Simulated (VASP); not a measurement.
# TiO2 (P1) in VASP: notebook

Runs on TiO2. Level: PBE+D3(BJ). Tasks: single point.

All numbers are computed with VASP 6.6.1; they aren't measurements. Logs are shortened: lines on timing, memory, paths and dates and some standing lists are left out, and cuts for length are marked.

### Step 1. The cell of the first run

The typed cell holds 12 atoms: a = 3.798 Å, b = 3.798 Å, c = 9.580 Å, α = 90.00°, β = 90.00°, γ = 90.00°.

### Step 2. Single point, PBE+D3(BJ)

INCAR

```
SYSTEM = TiO2
PREC = Accurate
ENCUT = 520
EDIFF = 1E-6
ISMEAR = -1
SIGMA = 0.36
LREAL = .FALSE.
LASPH = .TRUE.
NELM = 60
ALGO = Normal
ISIF = 2
LWAVE = .FALSE.
LCHARG = .FALSE.
GGA = PE
IVDW = 12
NBANDS = 60
```

KPOINTS

```
Automatic mesh
0
G
  3 3 1
  0 0 0
```

POSCAR

```
TiO2
1.0
    3.7975150000      0.0000000000      0.0000000000
    0.0000000000      3.7975150000      0.0000000000
    0.0000000000      0.0000000000      9.5800450000
Ti O
4 8
Direct
   -0.2034225013     -0.1081760046     -0.0078078965
    0.0704408014      0.4419732378      0.2053852565
    0.4123222686      0.3824343024      0.4848411464
    0.3939418277     -0.1058586997      0.7101845555
    0.1458058757     -0.1114412978      0.1721808196
   -0.0684921587      0.4273320843      0.4212923843
   -0.1148382561      0.4335730076      0.0174320684
   -0.1448842203     -0.0474520838      0.7452574596
    0.2649100794      0.4219601503      0.6826272737
    0.3718747655     -0.1198415279      0.9089414507
    0.5569431589     -0.0470834217      0.5087345623
    0.5655803861      0.3797746684      0.2151033737
```

Potentials or basis: VASP PAW PBE potentials, release 64 (Ti_sv, O).

Launch:

```
> cat potpaw_PBE.64/Ti_sv/POTCAR potpaw_PBE.64/O/POTCAR > POTCAR
> mpirun -np 1 vasp_std > vasp.out
```

OUTCAR:

```text
SYSTEM = TiO2
   PREC = Accurate
   ENCUT = 520
   EDIFF = 1E-6
   ISMEAR = -1
   LREAL = .FALSE.
   LASPH = .TRUE.
   NELM = 60
   ISIF = 2
   GGA = PE
   IVDW = 12
 IVDW          = 12

 ion  position               nearest neighbor table
   1  0.797  0.892  0.992-   7 1.79  10 1.80   7 2.10   5 2.18  10 2.33   8 2.39   2 2.86
   2  0.070  0.442  0.205-   5 1.75  12 1.90   7 1.93  12 1.93   6 2.14   5 2.14   1 2.86
   3  0.412  0.382  0.485-  11 1.74   6 1.93   9 1.98   6 2.07  11 2.25   4 2.85   4 2.91
   4  0.394  0.894  0.710-   8 1.80   9 1.88  10 1.91  11 2.04   9 2.08   8 2.09   3 2.85   3 2.91

   5  0.146  0.889  0.172-   2 1.75   2 2.14   1 2.18
   6  0.932  0.427  0.421-   3 1.93   3 2.07   2 2.14
   7  0.885  0.434  0.017-   1 1.79   2 1.93   1 2.10
   8  0.855  0.953  0.745-   4 1.80   4 2.09   1 2.39
   9  0.265  0.422  0.683-   4 1.88   3 1.98   4 2.08
  10  0.372  0.880  0.909-   1 1.80   4 1.91   1 2.33
  11  0.557  0.953  0.509-   3 1.74   4 2.04   3 2.25
  12  0.566  0.380  0.215-   2 1.90   2 1.93

  LATTYP: Found a simple tetragonal cell.
 ALAT       =     3.7975150000
 C/A-ratio  =     2.5227141960

  Lattice vectors:

 A1 = (   3.7975150000,   0.0000000000,   0.0000000000)
 A2 = (   0.0000000000,   3.7975150000,   0.0000000000)
 A3 = (   0.0000000000,   0.0000000000,   9.5800450000)

Analysis of symmetry for initial positions (statically):
=====================================================================
 Subroutine PRICEL returns:
 Original cell was already a primitive cell.

 Routine SETGRP: Setting up the symmetry group for a
 simple tetragonal supercell.

 Subroutine GETGRP returns: Found  1 space group operations
 (whereof  1 operations were pure point group operations)
 out of a pool of 16 trial point group operations.

The static configuration has the point symmetry C_1 .

Analysis of symmetry for dynamics (positions and initial velocities):
=====================================================================
 Subroutine PRICEL returns:
 Original cell was already a primitive cell.

 Routine SETGRP: Setting up the symmetry group for a
 simple tetragonal supercell.

 Subroutine GETGRP returns: Found  1 space group operations
 (whereof  1 operations were pure point group operations)
[... 108 lines left out ...]
   ISIF   =      2    stress and relaxation
   ISYM   =      2    0-nonsym 1-usesym 2-fastsym
   POTIM  = 0.5000    time-step for ionic-motion
   TEBEG  =    0.0;   TEEND  =   0.0 temperature during run
   PSTRESS=    0.0 pullay stress
   NELECT =      96.0000    total number of electrons
   NUPDOWN=      -1.0000    fix difference up-down
   EMIN   =  10.00;   EMAX   =-10.00  energy-range for DOS
   EFERMI =   0.00;   METHOD = LEGACY
   ISMEAR =    -1;   SIGMA  =   0.36  broadening in eV -4-tet -1-fermi 0-gaus
   EFERMI_NEDOS =   21; number of points for ismear=-14 and -15
   IALGO  =     38    algorithm
   IMIX   =      4    mixing-type and parameters
     AMIX     =   0.40;   BMIX     =  1.00
     AMIX_MAG =   1.60;   BMIX_MAG =  1.00
  volume/ion in A,a.u.               =      11.51        77.69
  Fermi-wavevector in a.u.,A,eV,Ry     =   1.450028  2.740156 28.607355  2.102581
  Thomas-Fermi vector in A             =   2.567687
   LORBIT       =      0    0 simple, 1 ext, 2 COOP (PROOUT), +10 PAW based schemes
   GGA     = PE    functional components
   LHFCALC =     F    Hartree Fock is set to
   AEXX    =    0.0000 exact exchange contribution
   IVDW    =    12    specifies the selected vdW correction
   LEPSILON=     F    determine dielectric tensor
   LRPA    =     F    only Hartree local field effects (RPA)
 non-spin polarized calculation
  energy-cutoff  :      520.00
  volume of cell :      138.15
 maximum number of plane-waves:      3748
   NGX = 15   NGY = 15   NGZ = 35

 number of electron      96.0000011 magnetization

 Free energy of the ion-electron system (eV)
  ---------------------------------------------------
  ext. energy  EPLUGINS =         0.00000000
  ---------------------------------------------------
  free energy    TOTEN  =      -103.39094233 eV

  energy without entropy =     -102.81940599  energy(sigma->0) =     -103.10517416

 E-fermi :   4.7693     XC(G=0): -10.7292

 val. band max:        3.7316505635   @ k =   0.3333   0.3333   0.0000
 cond. band min:       5.6095213995   @ k =   0.0000   0.0000   0.0000
 fundamental gap:      1.8778708360
 Fermi energy:         4.7693040611

 k-point     1 :       0.0000    0.0000    0.0000
  band No.  band energies     occupation
      1     -53.2413      2.00000
      2     -52.9586      2.00000
      3     -52.6468      2.00000
      4     -52.3358      2.00000
      5     -29.5862      2.00000
      6     -29.5081      2.00000
[... 304 lines left out ...]
     59       7.8891      0.00034
     60       7.9633      0.00028

------------------------ aborting loop because EDIFF is reached ----------------------------------------

 Edisp (eV)   -2.67546

 E8    (eV) :    -1.0630

  FORCE on cell =-STRESS in cart. coord.  units (eV):
  Direction    XX          YY          ZZ          XY          YZ          ZX
  --------------------------------------------------------------------------------------
  -------------------------------------------------------------------------------------
  Total      -5.75628     7.59101     2.49988     1.45907    -1.23075     4.72580
  in kB     -66.75529    88.03266    28.99096    16.92081   -14.27292    54.80485
  external pressure =       16.76 kB  Pullay stress =        0.00 kB

 VOLUME and BASIS-vectors are now :
 -----------------------------------------------------------------------------
  energy-cutoff  :      520.00
  volume of cell :      138.15
      direct lattice vectors                 reciprocal lattice vectors
     3.797515000  0.000000000  0.000000000     0.263330099  0.000000000  0.000000000
     0.000000000  3.797515000  0.000000000     0.000000000  0.263330099  0.000000000
     0.000000000  0.000000000  9.580045000     0.000000000  0.000000000  0.104383643

 POSITION                                       TOTAL-FORCE (eV/Angst)
 -----------------------------------------------------------------------------------
      3.02501      3.38671      9.50525         1.639805      1.285762     -1.919557
      0.26750      1.67840      1.96760         0.163531     -1.589927      1.917519
      1.56580      1.45230      4.64480        -0.116546      2.113632     -1.069088
      1.49600      3.39552      6.80360        -0.534057      1.143476      1.318720
      0.55370      3.37431      1.64950        -1.589828      2.079198     -0.537297
      3.53741      1.62280      4.03600         2.791849      0.204261     -0.655718
      3.36141      1.64650      0.16700         0.318971     -1.660609     -1.774946
      3.24732      3.61731      7.13960         0.192047     -0.549057      1.393448
      1.00600      1.60240      6.53960         1.717528     -0.491410     -2.027656
      1.41220      3.34242      8.70770        -1.096039      0.272644      1.460487
      2.11500      3.61871      4.87370        -1.878900     -2.545602      0.400640
      2.14780      1.44220      2.06070        -1.608361     -0.262368      1.493447
 -----------------------------------------------------------------------------------
    total drift:                               -0.000533      0.000788     -0.000043

  FREE ENERGIE OF THE ION-ELECTRON SYSTEM (eV)
  ---------------------------------------------------
  free  energy   TOTEN  =      -106.0664027119 eV

  energy  without entropy=     -105.4948663727  energy(sigma->0) =     -105.78063454
```

OSZICAR:

```text
N       E                     dE             d eps       ncg     rms          rms(c)
DAV:   1     0.152988487642E+04    0.15299E+04   -0.47598E+04   600   0.188E+03
DAV:   2     0.189864155597E+03   -0.13400E+04   -0.12736E+04   600   0.588E+02
DAV:   3    -0.113271718973E+03   -0.30314E+03   -0.28817E+03   772   0.242E+02
[... 12 lines left out ...]
DAV:  16    -0.103390940079E+03   -0.90030E-05   -0.10077E-04   924   0.659E-02    0.163E-02
DAV:  17    -0.103390940060E+03    0.19161E-07   -0.24018E-05   824   0.309E-02    0.720E-03
DAV:  18    -0.103390941131E+03   -0.10712E-05   -0.54388E-06   664   0.118E-02    0.378E-03
DAV:  19    -0.103390942177E+03   -0.10461E-05   -0.17102E-06   360   0.757E-03    0.203E-03
DAV:  20    -0.103390942330E+03   -0.15318E-06   -0.10688E-06   360   0.463E-03
   1 F= -.10606640E+03 E0= -.10578063E+03  d E =-.571536E+00
```

stdout:

```text
POSCAR found type information on POSCAR TiO
 POSCAR found :  2 types and      12 ions
 scaLAPACK will be used
 LDA part: xc-table for (Slater+PW92), standard interpolation
 POSCAR, INCAR and KPOINTS ok, starting setup
 FFT: planning ... GRIDC
 FFT: planning ... GRID_SOFT
 FFT: planning ... GRID
 WAVECAR not read
 entering main loop
```

Wall time 73 s (1 thread of Intel Xeon Platinum 8175M at 2.50GHz (Skylake/Cascade Lake), shared host); peak memory 0.25 GiB.

Results:

```
Free energy                : -106.0664 eV
Pressure                   : 1.7 GPa
Largest force              : 3.189 eV/Å
Band gap on the k mesh     : 1.88 eV, indirect (least direct gap 2.07 eV)
Dispersion energy per atom : -0.223 eV
```

Forces in eV/Å, atoms in the order of the input:
```
Ti   1.640  1.286 -1.920
Ti   0.164 -1.590  1.918
Ti  -0.117  2.114 -1.069
Ti  -0.534  1.143  1.319
O   -1.590  2.079 -0.537
O    2.792  0.204 -0.656
O    0.319 -1.661 -1.775
O    0.192 -0.549  1.393
O    1.718 -0.491 -2.028
O   -1.096  0.273  1.460
O   -1.879 -2.546  0.401
O   -1.608 -0.262  1.493
```

Levels at points of the mesh, in eV from the valence-band top:
| k point | band 44 | band 45 | band 46 | band 47 | band 48 | band 49 | band 50 | band 51 | band 52 | band 53 |
| --- | --- | --- | --- | --- | --- | --- | --- | --- | --- | --- |
| (0.00, 0.00, 0.00) | -0.92 | -0.82 | -0.65 | -0.37 | -0.19 | 1.88 | 2.18 | 2.86 | 3.10 | 3.13 |

Caveat: the k points lie up to 0.66 Å⁻¹ apart; forces of over 1 eV/Å act on the atoms, so gaps and moduli don't describe the material at rest.

### Step 3. Single point, PBE+D3(BJ)

This run uses another cell than the first one, of 12.24 Å³/atom, 1.063 times its volume.

INCAR

```
SYSTEM = TiO2
PREC = Accurate
ENCUT = 520
EDIFF = 1E-7
ISMEAR = -1
SIGMA = 0.36
LREAL = .False.
LASPH = .True.
NELM = 60
ALGO = Normal
ISIF = 2
LWAVE = .False.
LCHARG = .False.
GGA = PE
IVDW = 12
NBANDS = 60
```

KPOINTS

```
Automatic mesh
0
Gamma
  3 3 1
  0 0 0
```

POSCAR

```
TiO2
1.0
    3.8760320000      0.0000000000      0.0000000000
    0.0000000000      3.8760320000      0.0000000000
    0.0000000000      0.0000000000      9.7781210000
Ti O
4 8
Direct
   -0.1285077110     -0.1628469528     -0.0285944508
    0.0905565279      0.3838461602      0.2283158492
    0.5623534584      0.4135672771      0.4897055375
    0.3174380397     -0.1026307316      0.7640322716
    0.0221618397     -0.1192714611      0.1831537982
   -0.0141639698      0.4225197315      0.4383971113
   -0.0821458646      0.3738875221      0.0174880225
   -0.1478315968     -0.0143703664      0.7775420247
    0.3712301653      0.4492996962      0.7154237506
    0.3515966844     -0.1691420504      0.9547028514
    0.5207129353     -0.1357831927      0.5282303216
    0.5275498242      0.3693209963      0.2934817436
```

Potentials or basis: VASP PAW PBE potentials, release 64 (Ti_sv, O).

Launch:

```
> cat potpaw_PBE.64/Ti_sv/POTCAR potpaw_PBE.64/O/POTCAR > POTCAR
> mpirun -np 1 vasp_std > vasp.out
```

Wall time 1.9 min (1 thread of Intel Xeon Platinum 8175M at 2.50GHz (Skylake/Cascade Lake), shared host); peak memory 0.25 GiB.

The run converged. Its results:

| Property | Result |
| --- | --- |
| Free energy | -107.3915 eV |
| Pressure | -5.3 GPa |
| Largest force | 3.957 eV/Å |
| Band gap on the k mesh | 1.79 eV, indirect (least direct gap 2.03 eV) |
| Dispersion energy per atom | -0.209 eV |

Forces on the atoms (eV/Å):
```
Ti  -0.965  0.406  3.109
Ti  -1.837  0.062  0.439
Ti  -2.485 -0.421  1.318
Ti   2.175  0.215 -3.298
O   -0.063 -0.227  0.063
O    3.668 -0.483 -0.599
O   -0.607 -0.223  0.454
O   -0.080 -1.040  1.225
O   -0.322 -0.945 -0.177
O    1.718  0.671 -1.141
O   -0.411  1.993  0.465
O   -0.790 -0.009 -1.859
```

Stress tensor (GPa, compression positive):
```
  4.72   1.86  -2.52
  1.86 -14.94  -1.15
 -2.52  -1.15  -5.64
```

Levels at points of the mesh, in eV from the valence-band top:
| k point | band 46 | band 47 | band 48 | band 49 | band 50 | band 51 |
| --- | --- | --- | --- | --- | --- | --- |
| (0.00, 0.00, 0.00) | -0.61 | -0.51 | -0.33 | 1.82 | 2.12 | 2.28 |

Caveat: the k points lie up to 0.64 Å⁻¹ apart; forces of over 1 eV/Å act on the atoms, so gaps and moduli don't describe the material at rest. As with any semilocal functional, this PBE gap is likely too small.

### Step 4. Single point, PBE+D3(BJ)

This run uses another cell than the first one, of 12.66 Å³/atom, 1.100 times its volume.

INCAR

```
SYSTEM = TiO2
PREC     = Accurate       ! precision mode
ENCUT    = 520            ! plane-wave cutoff, eV
EDIFF    = 1E-7           ! SCF threshold, eV
ISMEAR   = -1             ! smearing method
SIGMA    = 0.36           ! smearing width, eV
LREAL    = .False.        ! projectors in reciprocal space
LASPH    = .True.         ! aspherical terms in the spheres
NELM     = 80             ! most SCF steps
ALGO     = Normal         ! electronic algorithm
ISIF     = 2              ! what is computed and relaxed
LWAVE    = .False.        ! write WAVECAR
LCHARG   = .False.        ! write CHGCAR
GGA      = PE             ! functional
IVDW     = 12             ! dispersion correction
NBANDS   = 60             ! bands
```

KPOINTS

```
regular mesh
0
Gamma
  3 3 1
  0 0 0
```

POSCAR

```
TiO2
1.0
    3.9196710000      0.0000000000      0.0000000000
    0.0000000000      3.9196710000      0.0000000000
    0.0000000000      0.0000000000      9.8882110000
Ti O
4 8
Direct
   -0.0306658390      0.0568925300      0.0059970403
   -0.0695976780      0.4770298324      0.2497418390
    0.5237939613      0.4655747893      0.4971374498
    0.5369073068     -0.0579385362      0.7475265243
    0.0239305799      0.0004081975      0.1788796780
   -0.0046942715      0.4929240235      0.4502634501
   -0.1096010354      0.5461172634      0.0463784602
    0.0755420544     -0.0738327273      0.7757116024
    0.4349854873      0.4364396910      0.7033021443
    0.5177220231      0.1495788805      0.9474211260
    0.4845304619     -0.1244492204      0.5020726196
    0.4391695119      0.4506500673      0.3027140096
```

Launch:

```
> cat potpaw_PBE.64/Ti_sv/POTCAR potpaw_PBE.64/O/POTCAR > POTCAR
> mpirun -np 1 vasp_std > vasp.out
```

Run time: 100 s. Hardware: 1 thread of Intel Xeon Platinum 8175M at 2.50GHz (Skylake/Cascade Lake), shared host; peak memory 0.25 GiB.

The run converged. Its results:

```
Free energy                : -105.6501 eV
Pressure                   : -6.5 GPa
Largest force              : 6.758 eV/Å
Band gap on the k mesh     : 2.08 eV, indirect (least direct gap 2.10 eV)
Dispersion energy per atom : -0.201 eV
```

Forces in eV/Å, atoms in the order of the input:
```
Ti   0.270  0.544 -3.349
Ti   0.382  0.287  0.084
Ti  -0.578 -3.916  0.283
Ti  -1.218  0.781  0.516
O   -0.338  0.855  3.937
O   -1.595 -1.171 -0.416
O    1.130 -0.622  0.345
O   -2.405  0.027  1.032
O    2.389 -0.488 -1.320
O   -0.507 -2.525 -0.880
O    0.115  6.423  2.099
O    2.355 -0.194 -2.331
```

Stress tensor (GPa, compression positive):
```
-13.75   2.10   0.95
  2.10  -1.77   2.84
  0.95   2.84  -4.08
```

Levels at points of the mesh, in eV from the valence-band top:
| k point | band 44 | band 45 | band 46 | band 47 | band 48 | band 49 | band 50 | band 51 | band 52 | band 53 |
| --- | --- | --- | --- | --- | --- | --- | --- | --- | --- | --- |
| (0.00, 0.00, 0.00) | -0.74 | -0.57 | -0.48 | -0.20 | -0.03 | 2.08 | 2.10 | 2.35 | 2.75 | 3.10 |

Caveat: the k points lie up to 0.64 Å⁻¹ apart; forces of over 1 eV/Å act on the atoms, so gaps and moduli don't describe the material at rest. As with any semilocal functional, this PBE gap is likely too small.

### Step 5. The runs side by side

| cell | gap on the mesh (eV) | pressure (GPa) | largest force (eV/Å) |
| --- | --- | --- | --- |
| a = 3.798, b = 3.798, c = 9.580 Å, 12 atoms | 1.88 | 1.7 | 3.19 |
| a = 3.876, b = 3.876, c = 9.778 Å, 12 atoms | 1.79 | -5.3 | 3.96 |
| a = 3.920, b = 3.920, c = 9.888 Å, 12 atoms | 2.08 | -6.5 | 6.76 |

Alike in all rows: task single point; level PBE+D3(BJ); potentials or basis VASP PAW PBE potentials, release 64 (Ti_sv, O); no spin polarisation; k mesh 3 × 3 × 1; cutoff (eV) 520; smearing fermi-dirac 0.36 eV.

Caveats: all runs use coarse meshes; forces of over 1 eV/Å act on the atoms, so gaps and moduli don't describe the material at rest.

Total energies depend on the potentials used, so only differences within one code and one set of settings carry meaning.
